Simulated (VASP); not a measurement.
# Ir (Fm-3m) in VASP: further runs, part 2 of 2

VASP 6.6.1. Earlier steps stand in the parts before.

## Step 4: Single point, PBE, non-collinear spin, zero start, spin-orbit coupling

File INCAR:

```
PREC = Accurate ; ENCUT = 520
EDIFF = 1E-6 ; ISMEAR = 0
SIGMA = 0.1 ; LREAL = False
LASPH = True ; NELM = 150
ALGO = Normal ; ISIF = 2
LWAVE = False ; LCHARG = False
MAGMOM = 0 0 0 ; LORBIT = 11
LSORBIT = True ; GGA_COMPAT = False
LORBMOM = True ; LMAXMIX = 4
GGA = PE ; NBANDS = 20
```

File KPOINTS:

```
Automatic mesh
0
Gamma
  15 15 15
```

File POSCAR:

```
Ir
1.0
    2.7369673410      0.0000000000      0.0000000000
   -1.3684836705      2.3702832466      0.0000000000
    1.3684836705      0.7900944155      2.2347244760
Ir
1
Direct
    0.0000000000      0.0000000000      0.0000000000
```

Potentials or basis: VASP PAW PBE potentials, release 64 (Ir).

Launch:

```console
cat potpaw_PBE.64/Ir/POTCAR > POTCAR
mpirun -np 1 vasp_ncl > vasp.out
```

OUTCAR:

```text
PREC = Accurate
   ENCUT = 520
   EDIFF = 1E-6
   ISMEAR = 0
   LREAL = False
   LASPH = True
   NELM = 150
   ISIF = 2
   LORBIT = 11
   LSORBIT = True
   GGA = PE

 ion  position               nearest neighbor table
   1  0.000  0.000  0.000-

  LATTYP: Found a face centered cubic cell.
 ALAT       =     3.8706563334

  Lattice vectors:

 A1 = (  -2.7369673410,   0.0000000000,   0.0000000000)
 A2 = (  -1.3684836705,   0.7900944155,   2.2347244760)
 A3 = (  -1.3684836705,   2.3702832466,   0.0000000000)

Analysis of symmetry for initial positions (statically):
=====================================================================
 Subroutine PRICEL returns:
 Original cell was already a primitive cell.

 Routine SETGRP: Setting up the symmetry group for a
 face centered cubic supercell.

 Subroutine GETGRP returns: Found 48 space group operations
 (whereof 48 operations were pure point group operations)
 out of a pool of 48 trial point group operations.

The static configuration has the point symmetry O_h .

Analysis of symmetry for dynamics (positions and initial velocities):
=====================================================================
 Subroutine PRICEL returns:
 Original cell was already a primitive cell.

 Routine SETGRP: Setting up the symmetry group for a
 face centered cubic supercell.

 Subroutine GETGRP returns: Found 48 space group operations
 (whereof 48 operations were pure point group operations)
 out of a pool of 48 trial point group operations.

The dynamic configuration has the point symmetry O_h .

Analysis of structural, dynamic, and magnetic symmetry:
=====================================================================
 Subroutine PRICEL returns:
 Original cell was already a primitive cell.

 Routine SETGRP: Setting up the symmetry group for a
 face centered cubic supercell.

 Subroutine GETGRP returns: Found 48 space group operations
 (whereof 48 operations were pure point group operations)
 out of a pool of 48 trial point group operations.

The overall configuration has the point symmetry O_h .

 Subroutine INISYM returns: Found 48 space group operations
 (whereof 48 operations are pure point group operations),
 and found     1 'primitive' translations

----------------------------------------------------------------------------------------

                                     Primitive cell

  volume of cell :      14.4975

  direct lattice vectors                    reciprocal lattice vectors
     2.736967341  0.000000000  0.000000000     0.365367896  0.210945253 -0.298321638
    -1.368483671  2.370283247  0.000000000     0.000000000  0.421890507 -0.149160819
     1.368483671  0.790094416  2.234724476     0.000000000  0.000000000  0.447482457

  length of vectors
     2.736967341  2.736967341  2.736967341     0.516708234  0.447482457  0.447482457

  position of ions in fractional coordinates (direct lattice)
     0.000000000  0.000000000  0.000000000

  ion indices of the primitive-cell ions
   primitive index   ion index
                 1           1

----------------------------------------------------------------------------------------

 KPOINTS: Automatic mesh

Automatic generation of k-mesh.
[... 94 lines left out ...]
   IVDW    =     0    specifies the selected vdW correction
   LEPSILON=     F    determine dielectric tensor
   LRPA    =     F    only Hartree local field effects (RPA)
 Gauss-broadening in eV      SIGMA  =   0.10
  energy-cutoff  :      520.00
  volume of cell :       14.50
 maximum number of plane-waves:       802
   NGX = 11   NGY = 11   NGZ = 11

 number of electron       9.0000000 magnetization       0.0000000      0.0000000      0.0000000

 number of electron       9.0000000 magnetization      -0.0000000     -0.0000000      0.0000000

 number of electron       9.0000000 magnetization       0.0000000      0.0000000     -0.0000000

 Free energy of the ion-electron system (eV)
  ---------------------------------------------------
  ext. energy  EPLUGINS =         0.00000000
  ---------------------------------------------------
  free energy    TOTEN  =        -9.24509584 eV

  energy without entropy =       -9.23962254  energy(sigma->0) =       -9.24235919

 E-fermi :  10.0999     XC(G=0): -13.8423

 val. band max:       10.0975676533   @ k =  -0.2667   0.3333  -0.0000
 cond. band min:      10.1195594229   @ k =   0.2667   0.2667   0.1333
 fundamental gap:      0.0219917697
 Fermi energy:        10.0999491675

 k-point     1 :       0.0000    0.0000    0.0000
  band No.  band energies     occupation
      1      -0.8674      1.00000
      2      -0.8674      1.00000
      3       5.8847      1.00000
      4       5.8847      1.00000
      5       5.8847      1.00000
      6       5.8847      1.00000
[... 541 lines left out ...]
     19      30.9342      0.00000
     20      30.9342      0.00000

 [... further k-points ...]

------------------------ aborting loop because EDIFF is reached ----------------------------------------

  FORCE on cell =-STRESS in cart. coord.  units (eV):
  Direction    XX          YY          ZZ          XY          YZ          ZX
  --------------------------------------------------------------------------------------
  -------------------------------------------------------------------------------------
  Total        0.1384386      0.1384386      0.1384386     -0.0000000     -0.0000000     -0.0000000
  in kB       15.2993789     15.2993789     15.2993789     -0.0000000     -0.0000000     -0.0000000
  external PRESSURE =      15.2993789 kB  Pullay stress =       0.0000000 kB

 VOLUME and BASIS-vectors are now :
 -----------------------------------------------------------------------------
  energy-cutoff  :      520.00
  volume of cell :       14.50
      direct lattice vectors                 reciprocal lattice vectors
     2.736967341  0.000000000  0.000000000     0.365367896  0.210945253 -0.298321638
    -1.368483671  2.370283247  0.000000000     0.000000000  0.421890507 -0.149160819
     1.368483671  0.790094416  2.234724476     0.000000000  0.000000000  0.447482457

 POSITION                                       TOTAL-FORCE (eV/Angst)
 -----------------------------------------------------------------------------------
      0.00000      0.00000      0.00000        -0.000000      0.000000      0.000000
 -----------------------------------------------------------------------------------
    total drift:                               -0.000000      0.000000     -0.000000

  FREE ENERGIE OF THE ION-ELECTRON SYSTEM (eV)
  ---------------------------------------------------
  free  energy   TOTEN  =        -9.2450958429 eV

  energy  without entropy=       -9.2396225417  energy(sigma->0) =       -9.24235919

 orbital moment (x)

 # of ion     p       d       tot
 ----------------------------------------
  1         0.000   0.000   0.000
 ----------------------------------------
            0.000   0.000   0.000

 orbital moment (y)

 # of ion     p       d       tot
 ----------------------------------------
  1        -0.000   0.000  -0.000
 ----------------------------------------
           -0.000   0.000  -0.000

 orbital moment (z)

 # of ion     p       d       tot
 ----------------------------------------
  1        -0.000   0.000  -0.000
 ----------------------------------------
           -0.000   0.000  -0.000

 Spin-Orbit-Coupling matrix elements

 Ion:    1  E_soc:     -0.7795181
 l=   1
     0.0000000    -0.0378026    -0.0378026
    -0.0378026     0.0000000    -0.0378026
    -0.0378026    -0.0378026     0.0000000
 l=   2
     0.0000000    -0.0190215     0.0000000    -0.0190215    -0.0720986
    -0.0190215     0.0000000    -0.0540740    -0.0200184    -0.0190215
     0.0000000    -0.0540740     0.0000000    -0.0540740     0.0000000
    -0.0190215    -0.0200184    -0.0540740     0.0000000    -0.0190215
    -0.0720986    -0.0190215     0.0000000    -0.0190215     0.0000000
 l=   3
     0.0000000     0.0000000     0.0000000     0.0000000     0.0000000     0.0000000     0.0000000
     0.0000000     0.0000000     0.0000000     0.0000000     0.0000000     0.0000000     0.0000000
     0.0000000     0.0000000     0.0000000     0.0000000     0.0000000     0.0000000     0.0000000
     0.0000000     0.0000000     0.0000000     0.0000000     0.0000000     0.0000000     0.0000000
     0.0000000     0.0000000     0.0000000     0.0000000     0.0000000     0.0000000     0.0000000
     0.0000000     0.0000000     0.0000000     0.0000000     0.0000000     0.0000000     0.0000000
     0.0000000     0.0000000     0.0000000     0.0000000     0.0000000     0.0000000     0.0000000

 total charge

# of ion       s       p       d       tot
------------------------------------------
    1        0.660   0.722   6.938   8.321

 magnetization (x)

# of ion       s       p       d       tot
------------------------------------------
    1        0.000  -0.000  -0.000  -0.000

 magnetization (y)

# of ion       s       p       d       tot
------------------------------------------
    1        0.000  -0.000   0.000   0.000

 magnetization (z)

# of ion       s       p       d       tot
------------------------------------------
    1        0.000   0.000   0.000   0.000
```

OSZICAR:

```text
N       E                     dE             d eps       ncg     rms          rms(c)
DAV:   1     0.725523313868E+02    0.72552E+02   -0.39591E+03  4832   0.888E+02
DAV:   2    -0.768423663346E+01   -0.80237E+02   -0.70768E+02  4928   0.258E+02
DAV:   3    -0.976623362494E+01   -0.20820E+01   -0.20520E+01  5864   0.494E+01
DAV:   4    -0.979304920067E+01   -0.26816E-01   -0.26801E-01  5452   0.473E+00
DAV:   5    -0.979382783394E+01   -0.77863E-03   -0.77861E-03  5664   0.842E-01    0.163E+01
DAV:   6    -0.933585833620E+01    0.45797E+00   -0.42097E-01  5608   0.111E+01    0.773E+00
DAV:   7    -0.925151913127E+01    0.84339E-01   -0.12853E-01  6356   0.558E+00    0.355E+00
DAV:   8    -0.924805768185E+01    0.34614E-02   -0.31974E-03  5172   0.571E-01    0.140E+00
DAV:   9    -0.924532132466E+01    0.27364E-02   -0.41255E-03  5472   0.966E-01    0.453E-01
DAV:  10    -0.924509158047E+01    0.22974E-03   -0.16394E-04  5472   0.196E-01    0.138E-02
DAV:  11    -0.924509398142E+01   -0.24010E-05   -0.10667E-06  5832   0.883E-03    0.823E-03
DAV:  12    -0.924509585803E+01   -0.18766E-05   -0.43788E-07  4252   0.647E-03    0.151E-03
DAV:  13    -0.924509584293E+01    0.15095E-07   -0.42002E-08  2548   0.235E-03
   1 F= -.92450958E+01 E0= -.92423592E+01  d E =-.547330E-02  mag=    -0.0000    -0.0000     0.0000
```

stdout:

```text
POSCAR found type information on POSCAR Ir
 POSCAR found :  1 types and       1 ions
 scaLAPACK will be used
 LDA part: xc-table for (Slater+PW92), standard interpolation
 POSCAR, INCAR and KPOINTS ok, starting setup
 FFT: planning ... GRIDC
 FFT: planning ... GRID_SOFT
 FFT: planning ... GRID
 WAVECAR not read
 entering main loop
```

Wall time 59 s (1 thread of Intel Xeon Platinum 8259CL at 2.50GHz (Skylake/Cascade Lake), shared host); peak memory 0.19 GiB.

Results:

| Quantity | Value |
| --- | --- |
| Free energy | -9.2451 eV |
| Pressure | 1.5 GPa |
| Net moment | 0.00 μB per cell |
| Valence electrons inside the program's atomic spheres | Ir 8.32 |

Moments on the atoms (μB; x, y, z):
```
Ir  0.00 0.00 0.00
```

## Step 5: Summary

| spin | cell | k mesh | gap on the mesh (eV) | pressure (GPa) |
| --- | --- | --- | --- | --- |
| off | a = 2.737 Å, angles 90.0, 60.0, 120.0°, 1 atom | 15 × 15 × 15 | none | 0.4 |
| off | a = 2.737 Å, angles 60.0°, 1 atom | 18 × 18 × 18 | none | 0.5 |
| non-collinear, zero start, SOC | a = 2.737 Å, angles 90.0, 60.0, 120.0°, 1 atom | 15 × 15 × 15 | - | 1.5 |

Alike in all rows: task single point; level PBE; potentials or basis VASP PAW PBE potentials, release 64 (Ir); cutoff (eV) 520; smearing gaussian 0.1 eV.

Caveats: spin-orbit coupling is left out, which moves the levels of the heavy elements (some runs).

Total energies depend on the potentials used, so only differences within one code and one set of settings carry meaning.
